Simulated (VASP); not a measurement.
# Li (P6_3/mmc) in VASP: settings compared

Li is run at these levels: BLYP, PBE+D3(BJ), PBE; tasks: single point.

All numbers are computed with VASP 6.6.1; they aren't measurements. Logs are shortened: lines on timing, memory, paths and dates and some standing lists are left out, and cuts for length are marked.

### Step 1. The cell of the first run

The structure is hexagonal, space group P6_3/mmc (No. 194). Conventional cell: a = 3.111 Å, b = 3.111 Å, c = 5.093 Å, α = 90.00°, β = 90.00°, γ = 120.00°. Li (site symmetry -6m2) has 12 Li at 3.11 to 3.12 Å within 4.1 Å.

This isn't the form of Li at room conditions, which is bcc.

### Step 2. Single point, BLYP

File INCAR:

```
AGGAC = 1.0
AGGAX = 1.0
ALDAC = 0.0
ALDAX = 1.0
ALGO = Normal
EDIFF = 1E-6
ENCUT = 520
GGA = B5
ISIF = 2
ISMEAR = 0
LASPH = True
LCHARG = True
LELF = True
LREAL = False
LVHAR = True
LWAVE = False
NBANDS = 10
NELM = 80
PREC = Accurate
SIGMA = 0.1
```

File KPOINTS:

```
k-points
0
Gamma
  2 2 1
```

File POSCAR:

```
Li
1.0
    3.1110021516      0.0000000000      0.0000000000
   -1.5555010758      2.6942068945      0.0000000000
    0.0000000000      0.0000000000      5.0930000000
Li
2
Direct
    0.3333333333      0.6666666667      0.2500000000
    0.6666666667      0.3333333333      0.7500000000
```

Potentials or basis: VASP PAW PBE potentials, release 64 (Li_sv).

Command:

```bash
$ cat potpaw_PBE.64/Li_sv/POTCAR > POTCAR
$ mpirun -np 1 vasp_std > vasp.out
```

OUTCAR:

```text
EDIFF = 1E-6
   ENCUT = 520
   GGA = B5
   ISIF = 2
   ISMEAR = 0
   LASPH = True
   LREAL = False
   NELM = 80
   PREC = Accurate

 ion  position               nearest neighbor table
   1  0.333  0.667  0.250-
   2  0.667  0.333  0.750-

  LATTYP: Found a hexagonal cell.
 ALAT       =     3.1110021516
 C/A-ratio  =     1.6370930497

  Lattice vectors:

 A1 = (   3.1110021516,   0.0000000000,   0.0000000000)
 A2 = (  -1.5555010758,   2.6942068945,   0.0000000000)
 A3 = (   0.0000000000,   0.0000000000,   5.0930000000)

Analysis of symmetry for initial positions (statically):
=====================================================================
 Subroutine PRICEL returns:
 Original cell was already a primitive cell.

 Routine SETGRP: Setting up the symmetry group for a
 hexagonal supercell.

 Subroutine GETGRP returns: Found 24 space group operations
 (whereof 12 operations were pure point group operations)
 out of a pool of 24 trial point group operations.

The static configuration has the point symmetry D_3d.
 The point group associated with its full space group is D_6h.

Analysis of symmetry for dynamics (positions and initial velocities):
=====================================================================
 Subroutine PRICEL returns:
 Original cell was already a primitive cell.

 Routine SETGRP: Setting up the symmetry group for a
 hexagonal supercell.

 Subroutine GETGRP returns: Found 24 space group operations
 (whereof 12 operations were pure point group operations)
 out of a pool of 24 trial point group operations.

The dynamic configuration has the point symmetry D_3d.
 The point group associated with its full space group is D_6h.

 Subroutine INISYM returns: Found 24 space group operations
 (whereof 12 operations are pure point group operations),
 and found     1 'primitive' translations

----------------------------------------------------------------------------------------

                                     Primitive cell

  volume of cell :      42.6879

  direct lattice vectors                    reciprocal lattice vectors
     3.111002152  0.000000000  0.000000000     0.321439829  0.185583372  0.000000000
    -1.555501076  2.694206895  0.000000000     0.000000000  0.371166744  0.000000000
     0.000000000  0.000000000  5.093000000     0.000000000  0.000000000  0.196347929

  length of vectors
     3.111002152  3.111002152  5.093000000     0.371166744  0.371166744  0.196347929

  position of ions in fractional coordinates (direct lattice)
     0.333333333  0.666666667  0.250000000
     0.666666667  0.333333333  0.750000000

  ion indices of the primitive-cell ions
   primitive index   ion index
                 1           1
                 2           2

----------------------------------------------------------------------------------------

 KPOINTS: k-points

Automatic generation of k-mesh.
 Grid dimensions read from file:
 generate k-points for:    2    2    1

 Generating k-lattice:

  Cartesian coordinates                     Fractional coordinates (reciprocal lattice)
     0.160719915  0.092791686  0.000000000     0.500000000  0.000000000  0.000000000
     0.000000000  0.185583372  0.000000000     0.000000000  0.500000000  0.000000000
     0.000000000  0.000000000  0.196347929     0.000000000  0.000000000  1.000000000

  Length of vectors
     0.185583372  0.185583372  0.196347929

  Shift w.r.t. Gamma in fractional coordinates (k-lattice)
     0.000000000  0.000000000  0.000000000

 Subroutine IBZKPT returns following result:
 ===========================================

 Found      2 irreducible k-points:

 Following reciprocal coordinates:
            Coordinates               Weight
  0.000000  0.000000  0.000000      1.000000
  0.500000 -0.000000  0.000000      3.000000
   k-points           NKPTS =      2   k-points in BZ     NKDIM =      2   number of bands    NBANDS=     10
   number of dos      NEDOS =    301   number of ions     NIONS =      2
   total plane-waves  NPLWV =  23040
   dimension x,y,z NGX =    24 NGY =   24 NGZ =   40
   dimension x,y,z NGXF=    48 NGYF=   48 NGZF=   80
   ions per type =               2
   NGX,Y,Z   is equivalent  to a cutoff of  12.83, 12.83, 13.06 a.u.
   NGXF,Y,Z  is equivalent  to a cutoff of  25.65, 25.65, 26.11 a.u.
 SYSTEM =  unknown system
   PREC   = accura    normal or accurate (medium, high low for compatibility)
   ISTART =      0    job   : 0-new  1-cont  2-samecut
   ICHARG =      2    charge: 1-file 2-atom 10-const
   ISPIN  =      1    spin polarized calculation?
   LNONCOLLINEAR =      F non collinear calculations
   LSORBIT =      F    spin-orbit coupling
   LASPH  =      T    aspherical Exc in radial PAW
   ENCUT  =  520.0 eV  38.22 Ry    6.18 a.u.   5.78  5.78  9.47*2*pi/ulx,y,z
   NELM   =     80;   NELMIN=  2; NELMDL= -5     # of ELM steps
   EDIFF  = 0.1E-05   stopping-criterion for ELM
   LREAL  =      F    real-space projection
   EDIFFG = 0.1E-04   stopping-criterion for IOM
   NSW    =      0    number of steps for IOM
   IBRION =     -1    ionic relax: 0-MD 1-quasi-New 2-CG
   NFREE  =      0    steps in history (QN), initial steepest desc. (CG)
   ISIF   =      2    stress and relaxation
   ISYM   =      2    0-nonsym 1-usesym 2-fastsym
   POTIM  = 0.5000    time-step for ionic-motion
   TEBEG  =    0.0;   TEEND  =   0.0 temperature during run
   PSTRESS=    0.0 pullay stress
   NELECT =       6.0000    total number of electrons
   NUPDOWN=      -1.0000    fix difference up-down
   EMIN   =  10.00;   EMAX   =-10.00  energy-range for DOS
   EFERMI =   0.00;   METHOD = LEGACY
   ISMEAR =     0;   SIGMA  =   0.10  broadening in eV -4-tet -1-fermi 0-gaus
   EFERMI_NEDOS =   21; number of points for ismear=-14 and -15
   IALGO  =     38    algorithm
   IMIX   =      4    mixing-type and parameters
     AMIX     =   0.40;   BMIX     =  1.00
     AMIX_MAG =   1.60;   BMIX_MAG =  1.00
  volume/ion in A,a.u.               =      21.34       144.04
  Fermi-wavevector in a.u.,A,eV,Ry     =   0.851184  1.608505  9.857621  0.724515
  Thomas-Fermi vector in A             =   1.967278
   LORBIT       =      0    0 simple, 1 ext, 2 COOP (PROOUT), +10 PAW based schemes
   GGA     = B5    functional components
   LHFCALC =     F    Hartree Fock is set to
   AEXX    =    0.0000 exact exchange contribution
   IVDW    =     0    specifies the selected vdW correction
   LEPSILON=     F    determine dielectric tensor
   LRPA    =     F    only Hartree local field effects (RPA)
 non-spin polarized calculation
 Gauss-broadening in eV      SIGMA  =   0.10
  energy-cutoff  :      520.00
  volume of cell :       42.69
 maximum number of plane-waves:      1144
 NGX is ok and might be reduce to    24
   NGX = 11   NGY = 11   NGZ = 19

 number of electron       5.9999990 magnetization

 Free energy of the ion-electron system (eV)
  ---------------------------------------------------
  ext. energy  EPLUGINS =         0.00000000
  ---------------------------------------------------
  free energy    TOTEN  =        -2.38894939 eV

  energy without entropy =       -2.38818486  energy(sigma->0) =       -2.38856712

 E-fermi :   1.0106     XC(G=0):  -6.4129

 val. band max:        0.7947731307   @ k =   0.5000  -0.0000   0.0000
 cond. band min:       1.2018967091   @ k =   0.0000   0.0000   0.0000
 fundamental gap:      0.4071235785
 Fermi energy:         1.0105845509

 k-point     1 :       0.0000    0.0000    0.0000
  band No.  band energies     occupation
      1     -46.5483      2.00000
      2     -46.5351      2.00000
      3      -2.4443      2.00000
      4       1.2019      0.00682
      5       3.5784      0.00000
      6      12.8076      0.00000
      7      12.8076      0.00000
      8      13.9650      0.00000
      9      13.9650      0.00000
     10      14.6632      0.00000

 k-point     2 :       0.5000   -0.0000    0.0000
  band No.  band energies     occupation
      1     -46.5346      2.00000
      2     -46.5303      2.00000
      3       0.7948      1.99773
      4       2.1346      0.00000
      5       5.8493      0.00000
      6       6.6795      0.00000
      7       6.7353      0.00000
      8       8.5043      0.00000
      9       8.9748      0.00000
     10      12.7453      0.00000

------------------------ aborting loop because EDIFF is reached ----------------------------------------

  FORCE on cell =-STRESS in cart. coord.  units (eV):
  Direction    XX          YY          ZZ          XY          YZ          ZX
  --------------------------------------------------------------------------------------
  -------------------------------------------------------------------------------------
  Total        1.0226526      1.0226526     -3.1175670     -0.0000000      0.0000000      0.0000000
  in kB       38.3825466     38.3825466   -117.0095866     -0.0000000      0.0000000      0.0000000
  external PRESSURE =     -13.4148311 kB  Pullay stress =       0.0000000 kB

 VOLUME and BASIS-vectors are now :
 -----------------------------------------------------------------------------
  energy-cutoff  :      520.00
  volume of cell :       42.69
      direct lattice vectors                 reciprocal lattice vectors
     3.111002152  0.000000000  0.000000000     0.321439829  0.185583372  0.000000000
    -1.555501076  2.694206895  0.000000000     0.000000000  0.371166744  0.000000000
     0.000000000  0.000000000  5.093000000     0.000000000  0.000000000  0.196347929

 POSITION                                       TOTAL-FORCE (eV/Angst)
 -----------------------------------------------------------------------------------
     -0.00000      1.79614      1.27325        -0.000000      0.000000      0.000000
      1.55550      0.89807      3.81975         0.000000     -0.000000      0.000000
 -----------------------------------------------------------------------------------
    total drift:                               -0.000000      0.000000      0.000000

  FREE ENERGIE OF THE ION-ELECTRON SYSTEM (eV)
  ---------------------------------------------------
  free  energy   TOTEN  =        -2.3889493853 eV

  energy  without entropy=       -2.3881848614  energy(sigma->0) =       -2.38856712
```

Wall time 15 s (1 thread of Intel Xeon 8259CL, shared host); peak memory 0.14 GiB.

The run converged, but its numbers aren't listed here, since they failed a check.

Caveat: the k points lie up to 1.23 Å⁻¹ apart; the cutoff is under 1.25 times the usual one of these potentials, so pressure, stress and relaxed cells hold a basis-set (Pulay) error; the mesh shows a gap though the element is a metal; the PAW data sets were made with another functional, which shifts forces and pressure a little.

### Step 3. Single point, PBE+D3(BJ)

This run uses another cell than the first one, of 20.19 Å³/atom.

File INCAR:

```
SYSTEM = Li
ALGO = Fast
EDIFF = 1E-6
ENCUT = 520
GGA = PE
ISIF = 2
ISMEAR = -1
IVDW = 12
LASPH = .TRUE.
LCHARG = .FALSE.
LREAL = .FALSE.
LWAVE = .FALSE.
NBANDS = 10
NELM = 80
PREC = Accurate
SIGMA = 0.27211386245988
```

File KPOINTS:

```
k-points
0
G
  3 3 1
  0 0 0
```

File POSCAR:

```
Li
1.0
    3.0539647756      0.0000000000      0.0000000000
   -1.5269823878      2.6448110780      0.0000000000
    0.0000000000      0.0000000000      4.9996245082
Li
2
Direct
    0.3333333333      0.6666666667      0.2500000000
    0.6666666667      0.3333333333      0.7500000000
```

Potentials or basis: VASP PAW PBE potentials, release 64 (Li_sv).

Command:

```bash
$ cat potpaw_PBE.64/Li_sv/POTCAR > POTCAR
$ mpirun -np 1 vasp_std > vasp.out
```

Wall time 4.6 s (1 thread of Intel Xeon 8259CL, shared host); peak memory 0.15 GiB.

The run converged. Its results:

| Quantity | Value |
| --- | --- |
| Free energy | -4.3830 eV |
| Band gap on the k mesh | zero (bands 3 and 4 overlap by 1.33 eV) |
| Dispersion energy per atom | -0.170 eV |

Levels at points of the mesh, in eV from the Fermi level:
| k point | band 1 | band 2 | band 3 | band 4 | band 5 | band 6 |
| --- | --- | --- | --- | --- | --- | --- |
| (0.00, 0.00, 0.00) | -47.76 | -47.74 | -4.75 | -1.23 | 1.74 | 11.32 |

Caveat: the k points lie up to 1.26 Å⁻¹ apart, too coarse for converged energies and pressures of a metal; the cutoff is under 1.25 times the usual one of these potentials, so pressure, stress and relaxed cells hold a basis-set (Pulay) error.

### Step 4. Single point, PBE

File INCAR:

```
SYSTEM = Li
PREC = Accurate ; ENCUT = 520
EDIFF = 1E-6 ; ISMEAR = 0
SIGMA = 0.1 ; LREAL = .FALSE.
LASPH = .TRUE. ; NELM = 80
ALGO = Normal ; ISIF = 2
LWAVE = .FALSE. ; LCHARG = .FALSE.
GGA = PE ; NELECT = 5.75
ISYM = 0 ; NBANDS = 10
```

File KPOINTS:

```
regular mesh
0
G
  5 1 2
  0 0 0
```

File POSCAR:

```
Li
1.0
    3.1110021516      0.0000000000      0.0000000000
   -1.5555010758      2.6942068945      0.0000000000
    0.0000000000      0.0000000000      5.0930000000
Li
2
Direct
    0.3333333333      0.6666666667      0.2500000000
    0.6666666667      0.3333333333      0.7500000000
```

Potentials or basis: VASP PAW PBE potentials, release 64 (Li_sv).

Command:

```bash
$ cat potpaw_PBE.64/Li_sv/POTCAR > POTCAR
$ mpirun -np 1 vasp_std > vasp.out
```

OUTCAR:

```text
SYSTEM = Li
   PREC = Accurate
   ENCUT = 520
   EDIFF = 1E-6
   ISMEAR = 0
   LREAL = .FALSE.
   LASPH = .TRUE.
   NELM = 80
   ISIF = 2
   GGA = PE
   NELECT = 5.75
   ISYM = 0

 ion  position               nearest neighbor table
   1  0.333  0.667  0.250-
   2  0.667  0.333  0.750-

IMPORTANT INFORMATION: All symmetrisations will be switched off!
NOSYMM: (Re-)initialisation of all symmetry stuff for point group C_1.

----------------------------------------------------------------------------------------

                                     Primitive cell

  volume of cell :      42.6879

  direct lattice vectors                    reciprocal lattice vectors
     3.111002152  0.000000000  0.000000000     0.321439829  0.185583372  0.000000000
    -1.555501076  2.694206895  0.000000000     0.000000000  0.371166744  0.000000000
     0.000000000  0.000000000  5.093000000     0.000000000  0.000000000  0.196347929

  length of vectors
     3.111002152  3.111002152  5.093000000     0.371166744  0.371166744  0.196347929

  position of ions in fractional coordinates (direct lattice)
     0.333333333  0.666666667  0.250000000
     0.666666667  0.333333333  0.750000000

  ion indices of the primitive-cell ions
   primitive index   ion index
                 1           1
                 2           2

----------------------------------------------------------------------------------------

 KPOINTS: regular mesh

Automatic generation of k-mesh.
 Grid dimensions read from file:
 generate k-points for:    5    1    2

 Generating k-lattice:

  Cartesian coordinates                     Fractional coordinates (reciprocal lattice)
     0.064287966  0.037116674  0.000000000     0.200000000  0.000000000  0.000000000
     0.000000000  0.371166744  0.000000000     0.000000000  1.000000000  0.000000000
     0.000000000  0.000000000  0.098173964     0.000000000  0.000000000  0.500000000

[... 83 lines left out ...]
   LORBIT       =      0    0 simple, 1 ext, 2 COOP (PROOUT), +10 PAW based schemes
   GGA     = PE    functional components
   LHFCALC =     F    Hartree Fock is set to
   AEXX    =    0.0000 exact exchange contribution
   IVDW    =     0    specifies the selected vdW correction
   LEPSILON=     F    determine dielectric tensor
   LRPA    =     F    only Hartree local field effects (RPA)
 non-spin polarized calculation
 Gauss-broadening in eV      SIGMA  =   0.10
  energy-cutoff  :      520.00
  volume of cell :       42.69
 maximum number of plane-waves:      1182
 NGX is ok and might be reduce to    24
   NGX = 11   NGY = 11   NGZ = 19

 number of electron       5.7499991 magnetization

 Free energy of the ion-electron system (eV)
  ---------------------------------------------------
  ext. energy  EPLUGINS =         0.00000000
  ---------------------------------------------------
  free energy    TOTEN  =        -5.38321371 eV

  energy without entropy =       -5.37625669  energy(sigma->0) =       -5.37973520

 E-fermi :  -0.9508     XC(G=0):  -6.7024

 val. band max:       -1.0593032292   @ k =   0.2000  -0.0000   0.5000
 cond. band min:      -0.3147332389   @ k =   0.4000  -0.0000   0.0000
 fundamental gap:      0.7445699903
 Fermi energy:        -0.9508267476

 k-point     1 :       0.0000    0.0000    0.0000
  band No.  band energies     occupation
      1     -46.0476      2.00000
      2     -46.0334      2.00000
      3      -2.7823      2.00000
      4       0.6837      0.00000
      5       3.4608      0.00000
      6      12.6975      0.00000
      7      12.7121      0.00000
      8      14.0540      0.00000
      9      14.0684      0.00000
     10      14.5491      0.00000
[... 53 lines left out ...]
 k-point     6 :       0.4000   -0.0000    0.5000
  band No.  band energies     occupation
      1     -46.0319      2.00000
      2     -46.0318      2.00000
      3       0.7093      0.00000
      4       0.7093      0.00000
      5       5.0496      0.00000
      6       5.0496      0.00000
      7      10.3735      0.00000
      8      10.3736      0.00000
      9      10.7479      0.00000
     10      10.7479      0.00000

------------------------ aborting loop because EDIFF is reached ----------------------------------------

  FORCE on cell =-STRESS in cart. coord.  units (eV):
  Direction    XX          YY          ZZ          XY          YZ          ZX
  --------------------------------------------------------------------------------------
  -------------------------------------------------------------------------------------
  Total       -1.6673631     -2.4724059     -0.2614181      0.6971118     -0.0000006     -0.0000169
  in kB      -62.5800383    -92.7951828     -9.8116349     26.1642365     -0.0000221     -0.0006352
  external PRESSURE =     -55.0622853 kB  Pullay stress =       0.0000000 kB

 VOLUME and BASIS-vectors are now :
 -----------------------------------------------------------------------------
  energy-cutoff  :      520.00
  volume of cell :       42.69
      direct lattice vectors                 reciprocal lattice vectors
     3.111002152  0.000000000  0.000000000     0.321439829  0.185583372  0.000000000
    -1.555501076  2.694206895  0.000000000     0.000000000  0.371166744  0.000000000
     0.000000000  0.000000000  5.093000000     0.000000000  0.000000000  0.196347929

 POSITION                                       TOTAL-FORCE (eV/Angst)
 -----------------------------------------------------------------------------------
     -0.00000      1.79614      1.27325        -0.012828     -0.007530     -0.000018
      1.55550      0.89807      3.81975         0.012828      0.007530      0.000018
 -----------------------------------------------------------------------------------
    total drift:                               -0.000023      0.000019      0.000048

  FREE ENERGIE OF THE ION-ELECTRON SYSTEM (eV)
  ---------------------------------------------------
  free  energy   TOTEN  =        -5.3832137101 eV

  energy  without entropy=       -5.3762566876  energy(sigma->0) =       -5.37973520
```

Run time: 4 s. Hardware: 1 thread of Intel Xeon 8259CL, shared host; peak memory 0.14 GiB.

What came out:

```
Free energy   : -5.3832 eV
Largest force : 0.015 eV/Å
```

Forces in eV/Å, atoms in the order of the input:
```
Li  -0.013 -0.008  0.000
Li   0.013  0.008  0.000
```

Levels at points of the mesh, in eV from the Fermi level:
```
           k point  band 1  band 2  band 3  band 4  band 5  band 6  band 7
(0.00, 0.00, 0.00)  -45.10  -45.08   -1.83    1.63    4.41   13.65   13.66
(0.00, 0.00, 0.50)  -45.09  -45.09   -0.75   -0.75    9.30    9.30   14.52
```

Caveat: the k points lie up to 2.03 Å⁻¹ apart; the cell carries a net charge on a neutralising background, which shifts energy and pressure; the cell is charged against a uniform background, so pressure and absolute levels hang on convention; the cutoff is under 1.25 times the usual one of these potentials, so pressure, stress and relaxed cells hold a basis-set (Pulay) error.
